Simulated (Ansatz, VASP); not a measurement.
One calculation of Hf, two programs

```
Hf
1.0
     3.16320    0.00000    0.00000
    -1.58160    2.73941    0.00000
     0.00000    0.00000   10.33100
Hf
4
Direct
  0.00000 0.00000 0.00000
  0.00000 0.00000 0.50000
  0.33333 0.66667 0.25000
  0.66667 0.33333 0.75000
```

Alike in both runs: task relaxation of cell and atoms; functional r2SCAN; k mesh 11 × 11 × 3; occupations fermi-dirac, width 0.1 eV; no spin polarisation.

|  | VASP | Ansatz |
| --- | --- | --- |
| version | VASP 6.6.1 | Ansatz 0.2.0 |
| potentials or method | VASP PAW PBE potentials, release 64 (Hf_pv), cutoff 600 eV | plane waves (500 eV) with PAW, scalar-relativistic |
| valence electrons in the cell | 40 | 104 |

```csv
,VASP,Ansatz,Ansatz less VASP
relaxed volume (Å³/atom),22.40,22.52,+0.123
relaxed length of the cell vector where the two differ most in proportion (Å),10.184,10.207,+0.0227
```

VASP's potentials were made for PBE, not for r2SCAN. VASP's potentials hold 40 valence electrons a cell and Ansatz's 104, so a difference there can come from the potentials and not from the codes.

Neither program's run includes spin-orbit coupling.
